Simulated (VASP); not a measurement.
Here is a VASP 6.6.1 calculation.

INCAR

```
SYSTEM = B2F
  ALGO = Normal
  EDIFF = 1E-6
  ENCUT = 520
  GGA = PE
  ISIF = 2
  ISMEAR = 0
  LASPH = .TRUE.
  LCHARG = .TRUE.
  LELF = .TRUE.
  LREAL = .FALSE.
  LVHAR = .TRUE.
  LWAVE = .FALSE.
  NBANDS = 14
  NELM = 60
  PREC = Accurate
  SIGMA = 0.1
```

The input KPOINTS:

```
k-points
0
G
  24 24 10
  0 0 0
```

Contents of POSCAR:

```
B2F
1.0
    2.1945169608      0.0000000000      0.0000000000
   -1.0972584804      1.9005074371      0.0000000000
    0.0000000000      0.0000000000      5.1119483502
B F
2 1
Direct
    0.0000000000      0.0000000000      0.6914606694
    0.0000000000      0.0000000000      0.3085393306
    0.0000000000      0.0000000000      0.0000000000
```

Potentials or basis: VASP PAW PBE potentials, release 64 (B, F).

Run with:

```bash
$ cat potpaw_PBE.64/B/POTCAR potpaw_PBE.64/F/POTCAR > POTCAR
$ mpirun -np 1 vasp_std > vasp.out
```

(1) Predict the pressure.

(2) What does it give for the largest force?

Answers

(1) -0.1 GPa.

(2) 0.039 eV/Å.

Caveat: an odd number of electrons without spin polarisation forces a metal; a magnetic or distorted state may lie lower.
